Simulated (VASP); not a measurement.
## BeS: single point with r2SCAN

Crystal: BeS.

```
Be S
1.0
     0.00000    2.43431    2.43431
     2.43431    0.00000    2.43431
     2.43431    2.43431    0.00000
Be S
1 1
Direct
  0.00000 0.00000 0.00000
  0.25000 0.25000 0.25000
```

```json
{
  "Program": "VASP 6.6.1",
  "Task": "single point",
  "Functional": "r2SCAN",
  "Potentials or basis": "VASP PAW PBE potentials, release 64 (Be, S)",
  "Cutoff": "520 eV",
  "k mesh": "6 × 6 × 6",
  "Occupations": "methfessel-paxton, width 0.001 eV",
  "Spin": "no spin polarisation",
  "Dipole correction": "no",
  "Further INCAR settings": "ALGO = Normal; EDIFF = 1e-07; NBANDS = 11"
}
```

```yaml
Pressure: 0.3 GPa
Band_gap_on_the_k_mesh: 3.60 eV, indirect (least direct gap 6.26 eV)
```

Levels at points of the mesh, in eV from the valence-band top:
| k point | band 1 | band 2 | band 3 | band 4 | band 5 | band 6 | band 7 | band 8 |
| --- | --- | --- | --- | --- | --- | --- | --- | --- |
| (0.00, 0.00, 0.00) | -14.22 | 0.00 | 0.00 | 0.00 | 6.26 | 6.26 | 6.26 | 6.58 |
| (0.50, 0.00, 0.00) | -12.57 | -5.88 | -1.04 | -1.04 | 6.06 | 7.14 | 7.14 | 12.00 |
| (0.50, 0.50, 0.00) | -12.01 | -5.13 | -2.67 | -2.67 | 3.60 | 5.39 | 13.77 | 13.77 |

Wall time 52 s on 1 thread of AMD EPYC 7R13 (shared host), peak memory 0.12 GiB.

Caveat: the PAW data sets were made with another functional, which shifts forces and pressure a little. A k mesh can miss the band edges.
